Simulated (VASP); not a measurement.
The system is CaO.

```
Ca O
1.0
     0.00000    2.45350    2.45350
     2.45350    0.00000    2.45350
     2.45350    2.45350    0.00000
Ca O
1 1
Direct
  0.00000 0.00000 0.00000
  0.50000 0.50000 0.50000
```

```yaml
Program: VASP 6.6.1
Task: relaxation of cell and atoms
Functional: PBEsol
Potentials_or_basis: VASP PAW PBE potentials, release 64 (Ca_sv, O)
Cutoff: 600 eV
k_mesh: 8 × 8 × 8
Occupations: gaussian, width 0.1 eV
Spin: no spin polarisation
```

At the start: pressure -7.9 GPa; volume 14.77 Å³/atom.

Question: Where does the relaxation end?

Answer: Over 3 steps the energy falls by 31.0 meV/atom and the volume is 13.60 Å³/atom (-7.9 %); space group Fm-3m (No. 225, to 0.1 Å) before and after.

Step by step:
```
step  energy change (eV)  largest force (eV/Å)  pressure (GPa)  volume (Å³)
   1              0.0000                0.0000           -7.91        29.54
   2             -0.0556                0.0000            3.09        26.53
   3             -0.0620                0.0000            0.01        27.21
```

Final structure:
```yaml
crystal:
  lattice:
    - [0.00000, 2.38713, 2.38713]
    - [2.38713, 0.00000, 2.38713]
    - [2.38713, 2.38713, 0.00000]
  atoms:
    - { symbol: Ca, position: [0.00000, 0.00000, 0.00000] }
    - { symbol: O, position: [0.50000, 0.50000, 0.50000] }
```

Caveat: the PAW data sets were made with another functional, which shifts forces and pressure a little.
